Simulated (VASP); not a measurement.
# FeCu (Fm-3m) in VASP: further runs, part 2 of 3

VASP 6.6.1. The steps go on from the part before.

### 4 Single point, PBE, collinear spin, ferromagnetic start

This run uses another cell than the first one, of 10.21 Å³/atom, 1.020 times its volume.

INCAR reads:

```
  ALGO = Normal
  EDIFF = 1E-7
  ENCUT = 520
  GGA = PE
  ISIF = 2
  ISMEAR = -1
  ISPIN = 2
  LASPH = True
  LCHARG = False
  LMAXMIX = 4
  LORBIT = 11
  LREAL = False
  LWAVE = False
  MAGMOM = 3 0.6
  NBANDS = 20
  NELM = 150
  PREC = Accurate
  SIGMA = 0.05
```

KPOINTS reads:

```
k-points
0
Gamma
  11 11 11
```

POSCAR reads:

```
FeCu
1.0
    0.0000000000      2.1696575300      2.1696575300
    2.1696575300      0.0000000000      2.1696575300
    2.1696575300      2.1696575300      0.0000000000
Fe Cu
1 1
Direct
    0.5000000000      0.5000000000      0.5000000000
    0.0000000000      0.0000000000      0.0000000000
```

Potentials or basis: VASP PAW PBE potentials, release 64 (Fe, Cu).

Started as:

```
$ cat potpaw_PBE.64/Fe/POTCAR potpaw_PBE.64/Cu/POTCAR > POTCAR
$ mpirun -np 1 vasp_std > vasp.out
```

OUTCAR:

```text
EDIFF = 1E-7
   ENCUT = 520
   GGA = PE
   ISIF = 2
   ISMEAR = -1
   ISPIN = 2
   LASPH = True
   LORBIT = 11
   LREAL = False
   NELM = 150
   PREC = Accurate

 ion  position               nearest neighbor table
   1  0.500  0.500  0.500-   2 2.17   2 2.17   2 2.17   2 2.17   2 2.17   2 2.17
   2  0.000  0.000  0.000-   1 2.17   1 2.17   1 2.17   1 2.17   1 2.17   1 2.17

  LATTYP: Found a face centered cubic cell.
 ALAT       =     4.3393150600

  Lattice vectors:

 A1 = (   0.0000000000,   2.1696575300,   2.1696575300)
 A2 = (   2.1696575300,   0.0000000000,   2.1696575300)
 A3 = (   2.1696575300,   2.1696575300,   0.0000000000)

Analysis of symmetry for initial positions (statically):
=====================================================================
 Subroutine PRICEL returns:
 Original cell was already a primitive cell.

 Routine SETGRP: Setting up the symmetry group for a
 face centered cubic supercell.

 Subroutine GETGRP returns: Found 48 space group operations
 (whereof 48 operations were pure point group operations)
 out of a pool of 48 trial point group operations.

The static configuration has the point symmetry O_h .

Analysis of symmetry for dynamics (positions and initial velocities):
=====================================================================
 Subroutine PRICEL returns:
 Original cell was already a primitive cell.

 Routine SETGRP: Setting up the symmetry group for a
 face centered cubic supercell.

 Subroutine GETGRP returns: Found 48 space group operations
 (whereof 48 operations were pure point group operations)
 out of a pool of 48 trial point group operations.

The dynamic configuration has the point symmetry O_h .

Analysis of structural, dynamic, and magnetic symmetry:
=====================================================================
 Subroutine PRICEL returns:
 Original cell was already a primitive cell.

 Routine SETGRP: Setting up the symmetry group for a
 face centered cubic supercell.

 Subroutine GETGRP returns: Found 48 space group operations
 (whereof 48 operations were pure point group operations)
 out of a pool of 48 trial point group operations.

The overall configuration has the point symmetry O_h .

 Subroutine INISYM returns: Found 48 space group operations
 (whereof 48 operations are pure point group operations),
 and found     1 'primitive' translations

----------------------------------------------------------------------------------------

                                     Primitive cell

  volume of cell :      20.4270

  direct lattice vectors                    reciprocal lattice vectors
     0.000000000  2.169657530  2.169657530    -0.230451116  0.230451116  0.230451116
     2.169657530  0.000000000  2.169657530     0.230451116 -0.230451116  0.230451116
     2.169657530  2.169657530  0.000000000     0.230451116  0.230451116 -0.230451116

  length of vectors
     3.068359105  3.068359105  3.068359105     0.399153042  0.399153042  0.399153042

  position of ions in fractional coordinates (direct lattice)
     0.500000000  0.500000000  0.500000000
     0.000000000  0.000000000  0.000000000

  ion indices of the primitive-cell ions
   primitive index   ion index
                 1           1
                 2           2
[... 57 lines left out ...]
   dimension x,y,z NGX =    24 NGY =   24 NGZ =   24
   dimension x,y,z NGXF=    48 NGYF=   48 NGZF=   48
   ions per type =               1   1
   NGX,Y,Z   is equivalent  to a cutoff of  13.00, 13.00, 13.00 a.u.
   NGXF,Y,Z  is equivalent  to a cutoff of  26.01, 26.01, 26.01 a.u.
 SYSTEM =  unknown system
   PREC   = accura    normal or accurate (medium, high low for compatibility)
   ISTART =      0    job   : 0-new  1-cont  2-samecut
   ICHARG =      2    charge: 1-file 2-atom 10-const
   ISPIN  =      2    spin polarized calculation?
   LNONCOLLINEAR =      F non collinear calculations
   LSORBIT =      F    spin-orbit coupling
   LASPH  =      T    aspherical Exc in radial PAW
   ENCUT  =  520.0 eV  38.22 Ry    6.18 a.u.   5.71  5.71  5.71*2*pi/ulx,y,z
   NELM   =    150;   NELMIN=  2; NELMDL= -5     # of ELM steps
   EDIFF  = 0.1E-06   stopping-criterion for ELM
   LREAL  =      F    real-space projection
   EDIFFG = 0.1E-05   stopping-criterion for IOM
   NSW    =      0    number of steps for IOM
   IBRION =     -1    ionic relax: 0-MD 1-quasi-New 2-CG
   NFREE  =      0    steps in history (QN), initial steepest desc. (CG)
   ISIF   =      2    stress and relaxation
   ISYM   =      2    0-nonsym 1-usesym 2-fastsym
   POTIM  = 0.5000    time-step for ionic-motion
   TEBEG  =    0.0;   TEEND  =   0.0 temperature during run
   PSTRESS=    0.0 pullay stress
   NELECT =      19.0000    total number of electrons
   NUPDOWN=      -1.0000    fix difference up-down
   EMIN   =  10.00;   EMAX   =-10.00  energy-range for DOS
   EFERMI =   0.00;   METHOD = LEGACY
   ISMEAR =    -1;   SIGMA  =   0.05  broadening in eV -4-tet -1-fermi 0-gaus
   EFERMI_NEDOS =   21; number of points for ismear=-14 and -15
   IALGO  =     38    algorithm
   IMIX   =      4    mixing-type and parameters
     AMIX     =   0.40;   BMIX     =  1.00
     AMIX_MAG =   1.60;   BMIX_MAG =  1.00
  volume/ion in A,a.u.               =      10.21        68.92
  Fermi-wavevector in a.u.,A,eV,Ry     =   1.598054  3.019885 34.746250  2.553777
  Thomas-Fermi vector in A             =   2.695564
   LORBIT       =     11    0 simple, 1 ext, 2 COOP (PROOUT), +10 PAW based schemes
   GGA     = PE    functional components
   LHFCALC =     F    Hartree Fock is set to
   AEXX    =    0.0000 exact exchange contribution
   IVDW    =     0    specifies the selected vdW correction
   LEPSILON=     F    determine dielectric tensor
   LRPA    =     F    only Hartree local field effects (RPA)
 spin polarized calculation
  energy-cutoff  :      520.00
  volume of cell :       20.43
 maximum number of plane-waves:       560
   NGX = 11   NGY = 11   NGZ = 11

 number of electron      19.0000006 magnetization       2.6801724

 Free energy of the ion-electron system (eV)
  ---------------------------------------------------
  ext. energy  EPLUGINS =         0.00000000
  ---------------------------------------------------
  free energy    TOTEN  =        -9.04181284 eV

  energy without entropy =       -9.02739748  energy(sigma->0) =       -9.03460516

 E-fermi :   8.6053     XC(G=0): -13.5696

 val. band max:        8.5787901351   @ k =   0.3636   0.1818   0.0909
 cond. band min:       8.6060739700   @ k =   0.2727   0.0000   0.0000
 fundamental gap:      0.0272838349
 Fermi energy:         8.6052690787

 spin component 1

 k-point     1 :       0.0000    0.0000    0.0000
  band No.  band energies     occupation
      1      -1.4298      1.00000
      2       2.7613      1.00000
      3       2.7613      1.00000
      4       3.0414      1.00000
      5       3.0414      1.00000
      6       3.0414      1.00000
[... 541 lines left out ...]
     19      31.5847      0.00000
     20      32.9803      0.00000

 [... further k-points ...]

 spin component 2

 k-point     1 :       0.0000    0.0000    0.0000
  band No.  band energies     occupation
      1      -1.2848      1.00000
      2       3.4130      1.00000
      3       3.4131      1.00000
      4       3.7906      1.00000
      5       3.7906      1.00000
      6       3.7908      1.00000
[... 541 lines left out ...]
     19      32.1391      0.00000
     20      33.3203      0.00000

 [... further k-points ...]
[... 5 lines left out ...]
  --------------------------------------------------------------------------------------
  -------------------------------------------------------------------------------------
  Total        9.7303237      9.7303237      9.7303237      0.0000000      0.0000000      0.0000000
  in kB      763.1928793    763.1928793    763.1928793      0.0000000      0.0000000      0.0000000
  external PRESSURE =     763.1928793 kB  Pullay stress =       0.0000000 kB

 VOLUME and BASIS-vectors are now :
 -----------------------------------------------------------------------------
  energy-cutoff  :      520.00
  volume of cell :       20.43
      direct lattice vectors                 reciprocal lattice vectors
     0.000000000  2.169657530  2.169657530    -0.230451116  0.230451116  0.230451116
     2.169657530  0.000000000  2.169657530     0.230451116 -0.230451116  0.230451116
     2.169657530  2.169657530  0.000000000     0.230451116  0.230451116 -0.230451116

 POSITION                                       TOTAL-FORCE (eV/Angst)
 -----------------------------------------------------------------------------------
      2.16966      2.16966      2.16966         0.000000      0.000000     -0.000000
      0.00000      0.00000      0.00000        -0.000000     -0.000000      0.000000
 -----------------------------------------------------------------------------------
    total drift:                                0.000000     -0.000000     -0.000000

  FREE ENERGIE OF THE ION-ELECTRON SYSTEM (eV)
  ---------------------------------------------------
  free  energy   TOTEN  =        -9.0418128371 eV

  energy  without entropy=       -9.0273974843  energy(sigma->0) =       -9.03460516

 total charge

# of ion       s       p       d       tot
------------------------------------------
    1        0.525   0.596   6.435   7.556
    2        0.678   0.621   9.199  10.499
--------------------------------------------------
tot          1.203   1.217  15.634  18.054

 magnetization (x)

# of ion       s       p       d       tot
------------------------------------------
    1        0.011  -0.010   2.464   2.465
    2       -0.032  -0.044   0.277   0.201
--------------------------------------------------
tot         -0.021  -0.054   2.740   2.666
```

OSZICAR:

```text
N       E                     dE             d eps       ncg     rms          rms(c)
DAV:   1     0.103674157841E+03    0.10367E+03   -0.85444E+03  5108   0.152E+03
DAV:   2    -0.434402273352E+01   -0.10802E+03   -0.98309E+02  4500   0.245E+02
DAV:   3    -0.105342184275E+02   -0.61902E+01   -0.59246E+01  4932   0.705E+01
DAV:   4    -0.106003491253E+02   -0.66131E-01   -0.66084E-01  5116   0.737E+00
DAV:   5    -0.106013623835E+02   -0.10133E-02   -0.10132E-02  5028   0.888E-01    0.150E+01
DAV:   6    -0.954351224191E+01    0.10579E+01   -0.70684E+00  5348   0.900E+01    0.617E+00
DAV:   7    -0.931768770731E+01    0.22582E+00   -0.26023E+00  5760   0.614E+01    0.688E+00
DAV:   8    -0.906216843247E+01    0.25552E+00   -0.91211E-01  6524   0.331E+01    0.308E+00
DAV:   9    -0.904746469365E+01    0.14704E-01   -0.31404E-02  6980   0.291E+00    0.162E+00
DAV:  10    -0.904171754062E+01    0.57472E-02   -0.36627E-03  7080   0.101E+00    0.290E-01
DAV:  11    -0.904183436237E+01   -0.11682E-03   -0.10434E-03  6428   0.117E+00    0.918E-02
DAV:  12    -0.904181950145E+01    0.14861E-04   -0.19689E-04  7028   0.329E-01    0.466E-02
DAV:  13    -0.904181525422E+01    0.42472E-05   -0.12821E-05  6864   0.985E-02    0.263E-02
DAV:  14    -0.904181321820E+01    0.20360E-05   -0.85116E-06  6412   0.111E-01    0.515E-03
DAV:  15    -0.904181281700E+01    0.40120E-06   -0.90157E-07  6652   0.190E-02    0.942E-04
DAV:  16    -0.904181283708E+01   -0.20079E-07   -0.35425E-08  2928   0.250E-03
   1 F= -.90418128E+01 E0= -.90346052E+01  d E =-.144154E-01  mag=     2.6800
```

stdout:

```text
POSCAR found type information on POSCAR FeCu
 POSCAR found :  2 types and       2 ions
 scaLAPACK will be used
 LDA part: xc-table for (Slater+PW92), standard interpolation
 POSCAR, INCAR and KPOINTS ok, starting setup
 FFT: planning ... GRIDC
 FFT: planning ... GRID_SOFT
 FFT: planning ... GRID
 WAVECAR not read
 entering main loop
```

Wall time 36 s (1 thread of Intel Xeon Platinum 8259CL at 2.50GHz (Skylake/Cascade Lake), shared host); peak memory 0.17 GiB.

What came out:

* Free energy: -9.0418 eV
* Pressure: 76.3 GPa
* Net moment: 2.68 μB per cell
* Site moments: Fe +2.46; Cu +0.20 μB
* Valence electrons inside the program's atomic spheres: Fe 7.56; Cu 10.50

### 5 Single point, PBE, collinear spin, ferromagnetic start (volume scaled by 1.02)

INCAR reads:

```
PREC     = Accurate       # precision mode
ENCUT    = 520            # plane-wave cutoff, eV
EDIFF    = 1E-6           # SCF threshold, eV
ISMEAR   = -1             # smearing method
SIGMA    = 0.05           # smearing width, eV
LREAL    = F              # projectors in reciprocal space
LASPH    = T              # aspherical terms in the spheres
NELM     = 150            # most SCF steps
ALGO     = Normal         # electronic algorithm
ISIF     = 2              # what is computed and relaxed
LWAVE    = F              # write WAVECAR
LCHARG   = F              # write CHGCAR
ISPIN    = 2              # spin polarisation
MAGMOM   = 3 0.6          # initial moments
LORBIT   = 11             # projections on sites
LMAXMIX  = 4              # l up to which the mixer works
GGA      = PE             # functional
NBANDS   = 20             # bands
```

KPOINTS reads:

```
regular mesh
0
Gamma
  11 11 11
```

POSCAR reads:

```
FeCu
1.0
    0.0000000000      2.1840265417      2.1840265417
    2.1840265417      0.0000000000      2.1840265417
    2.1840265417      2.1840265417      0.0000000000
Fe Cu
1 1
Direct
    0.5000000000      0.5000000000      0.5000000000
    0.0000000000      0.0000000000      0.0000000000
```

Started as:

```
$ cat potpaw_PBE.64/Fe/POTCAR potpaw_PBE.64/Cu/POTCAR > POTCAR
$ mpirun -np 1 vasp_std > vasp.out
```

Wall time 33 s (1 thread of Intel Xeon Platinum 8259CL at 2.50GHz (Skylake/Cascade Lake), shared host); peak memory 0.17 GiB.

Results (log left out):

| Quantity | Value |
| --- | --- |
| Free energy | -9.2267 eV |
| Pressure | 68.6 GPa |
| Net moment | 2.73 μB per cell |
| Site moments | Fe +2.51; Cu +0.20 μB |
| Valence electrons inside the program's atomic spheres | Fe 7.50; Cu 10.46 |

Levels at points of the mesh, in eV from the Fermi level:
Spin up:
```tsv
k point	band 9	band 10	band 11	band 12	band 13	band 14
(0.00, 0.00, 0.00)	-1.32	0.03	0.03	13.11	13.11	13.11
```
Spin down:
```csv
k point,band 6,band 7,band 8,band 9,band 10,band 11
"(0.00, 0.00, 0.00)",-4.70,0.86,0.86,0.86,1.62,1.62
```

Caveat: the cell differs from its parent crystal (volume scaled by 1.02).

### 6 Single point, PBE, collinear spin, ferromagnetic start (volume scaled by 1.04)

INCAR reads:

```
PREC = Accurate ; ENCUT = 520
EDIFF = 1E-6 ; ISMEAR = -1
SIGMA = 0.05 ; LREAL = False
LASPH = True ; NELM = 150
ALGO = Normal ; ISIF = 2
LWAVE = False ; LCHARG = False
ISPIN = 2 ; MAGMOM = 3 0.6
LORBIT = 11 ; LMAXMIX = 4
GGA = PE ; NBANDS = 20
```

KPOINTS is that of step 5.

POSCAR reads:

```
FeCu
1.0
    0.0000000000      2.1982089296      2.1982089296
    2.1982089296      0.0000000000      2.1982089296
    2.1982089296      2.1982089296      0.0000000000
Fe Cu
1 1
Direct
    0.5000000000      0.5000000000      0.5000000000
    0.0000000000      0.0000000000      0.0000000000
```

Potentials or basis: VASP PAW PBE potentials, release 64 (Fe, Cu).

Started as:

```
$ cat potpaw_PBE.64/Fe/POTCAR potpaw_PBE.64/Cu/POTCAR > POTCAR
$ mpirun -np 1 vasp_std > vasp.out
```

Wall time 34 s (1 thread of Intel Xeon Platinum 8259CL at 2.50GHz (Skylake/Cascade Lake), shared host); peak memory 0.17 GiB.

The run converged. Its results:

- Free energy: -9.3927 eV
- Pressure: 61.5 GPa
- Net moment: 2.76 μB per cell
- Site moments: Fe +2.55; Cu +0.20 μB
- Valence electrons inside the program's atomic spheres: Fe 7.45; Cu 10.43

Levels at points of the mesh, in eV from the Fermi level:
Spin up:
```
           k point  band 7  band 8  band 9  band 10  band 11  band 12  band 13  band 14  band 15  band 16
(0.00, 0.00, 0.00)   -1.35   -1.35   -1.35    -0.03    -0.03    12.88    12.88    12.88    13.40    18.08
```
Spin down:
| k point | band 5 | band 6 | band 7 | band 8 | band 9 | band 10 |
| --- | --- | --- | --- | --- | --- | --- |
| (0.00, 0.00, 0.00) | -4.59 | -4.59 | 0.86 | 0.86 | 0.86 | 1.58 |

Caveat: the cell differs from its parent crystal (volume scaled by 1.04).

(Part 2 of 3 ends here.)
